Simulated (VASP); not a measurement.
CoO:

```
Co O
1.0
     3.19765    0.00000    0.00000
    -1.59882    2.76924    0.00000
     0.00000    0.00000    5.22871
Co O
2 2
Direct
  0.33333 0.66667 0.50336
  0.00000 0.00000 0.00347
  0.33333 0.66667 0.87156
  0.00000 0.00000 0.37161
```

Program: VASP 6.6.1. Alike in all runs: task single point; potentials or basis VASP PAW PBE potentials, release 64 (Co, O); cell as given; k mesh 8 × 8 × 5; cutoff (eV) 520; smearing fermi-dirac 0.05 eV.

Q: Order these runs on this cell by their pressure, lowest first.
A. level PBE; spin collinear, ferromagnetic start; fixed moment (μB) 6.0
B. level PBE; spin collinear, ferromagnetic start; fixed moment (μB) 5.0
C. level PBEsol; spin collinear, ferromagnetic start; fixed moment (μB) 5.0
D. level PBE; spin collinear, zero start; fixed moment (μB) 0.0
E. level PBEsol; spin collinear, ferromagnetic start; fixed moment (μB) 1.0

A: E (-21.6 GPa), D (-14.7 GPa), C (-11.2 GPa), B (-3.1 GPa), A (2.3 GPa).

Caveats: the total moment is fixed, so each spin has its own Fermi level; the PAW data sets were made with another functional, which shifts forces and pressure a little (some runs).
